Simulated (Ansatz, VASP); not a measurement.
One calculation of Ta, two programs

Contents of INCAR:

```
SYSTEM = Ta
PREC = Accurate
ENCUT = 520
EDIFF = 1E-6
ISMEAR = -1
SIGMA = 0.05
LREAL = .False.
LASPH = .True.
NELM = 100
ALGO = Normal
ISIF = 2
LWAVE = .False.
LCHARG = .False.
LDIPOL = .True.
IDIPOL = 3
DIPOL = 0.5 0.5 0.500
GGA = PS
NBANDS = 24
```

The input KPOINTS:

```
Automatic mesh
0
Gamma
  12 12 1
  0 0 0
```

The input POSCAR:

```
Ta
1.0
    3.2820482176      0.0000000000      0.0000000000
    0.0000000000      3.2820482176      0.0000000000
    0.0000000000      0.0000000000     19.2820000000
Ta
3
Direct
    0.0000000000      0.0000000000      0.4148934701
    0.5000000000      0.5000000000      0.5000000000
    0.0000000000      0.0000000000      0.5851065299
```

Input for Ansatz:

```yaml
crystal:
  lattice:
    - [3.2820482176, 0.0, 0.0]
    - [0.0, 3.2820482176, 0.0]
    - [0.0, 0.0, 19.282]
  atoms:
    - { symbol: Ta, position: [0.0, 0.0, 0.4148934701] }
    - { symbol: Ta, position: [0.5, 0.5, 0.5] }
    - { symbol: Ta, position: [0.0, 0.0, 0.5851065299] }
kpoints:
  mp_grid: { grid: [12, 12, 1] }
scf:
  occupations: { method: fermi_dirac, width: 0.05 }
  mixing: { preconditioner: kerker_dos }
  algorithm: direct_min
hamiltonian:
  xc: pbesol
  pseudopotentials: { kind: all_electron, lapw: { basis_error: 0.001 } }
output:
  forces: true
  stress: true
  eigenvalues: true
  populations: true
efield:
  axis: 3
  amplitude: 0
  dipole_correction: true
```

Alike in both runs: task single point; functional PBEsol; k mesh 12 × 12 × 1; occupations fermi-dirac, width 0.05 eV; no spin polarisation.

|  | VASP | Ansatz |
| --- | --- | --- |
| version | VASP 6.6.1 | Ansatz 0.2.0 |
| potentials or method | VASP PAW PBE potentials, release 64 (Ta_pv), cutoff 520 eV | all-electron LAPW, scalar-relativistic |

```csv
,VASP,Ansatz,Ansatz less VASP
gap on the k mesh at the Fermi level (eV),none,none,-
rms of the force components (eV/Å),0.934,0.934,+0.0005
```

VASP's potentials were made for PBE, not for PBEsol. Atom by atom the forces differ by 0.000 eV/Å (rms over components). A gap of «none» marks a metal or a gap that the smearing closes. Ansatz ran all-electron here, and VASP with PAW potentials.

Spin-orbit coupling is off throughout.
